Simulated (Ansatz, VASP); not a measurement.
**Rh in VASP and in Ansatz**

INCAR

```
SYSTEM = Rh
ALGO = Normal
EDIFF = 1E-6
ENCUT = 500
GGA = PE
GGA_COMPAT = .FALSE.
ISIF = 2
ISMEAR = -1
LASPH = .TRUE.
LCHARG = .FALSE.
LREAL = .FALSE.
LWAVE = .FALSE.
NBANDS = 14
NELM = 120
PREC = Accurate
SIGMA = 0.08
```

Contents of KPOINTS:

```
k-points
0
G
  16 16 16
  0 0 0
```

POSCAR

```
Rh
1.0
    0.0000000000      1.9141434134      1.9141434134
    1.9141434134      0.0000000000      1.9141434134
    1.9141434134      1.9141434134      0.0000000000
Rh
1
Direct
    0.0000000000      0.0000000000      0.0000000000
```

Input for Ansatz:

```yaml
crystal:
  lattice:
    - [0.0, 1.9141434134, 1.9141434134]
    - [1.9141434134, 0.0, 1.9141434134]
    - [1.9141434134, 1.9141434134, 0.0]
  atoms:
    - { symbol: Rh, position: [0.0, 0.0, 0.0] }
kpoints:
  mp_grid: { grid: [16, 16, 16] }
scf:
  occupations: { method: fermi_dirac, width: 0.08 }
hamiltonian:
  xc: pbe
  pseudopotentials: { kind: all_electron, lapw: { basis_error: 0.001 } }
output:
  forces: true
  stress: true
  eigenvalues: true
```

Change from the starting cell: volume scaled by 1.02.

Alike in both runs: task single point; functional PBE; k mesh 16 × 16 × 16; occupations fermi-dirac, width 0.08 eV; no spin polarisation.

|  | VASP | Ansatz |
| --- | --- | --- |
| version | VASP 6.6.1 | Ansatz 0.2.0 |
| potentials or method | VASP PAW PBE potentials, release 64 (Rh_pv), cutoff 500 eV | all-electron LAPW, scalar-relativistic |

```tsv
	VASP	Ansatz	Ansatz less VASP
pressure (GPa)	0.7	0.6	-0.12
```

Ansatz ran all-electron here, and VASP with PAW potentials.
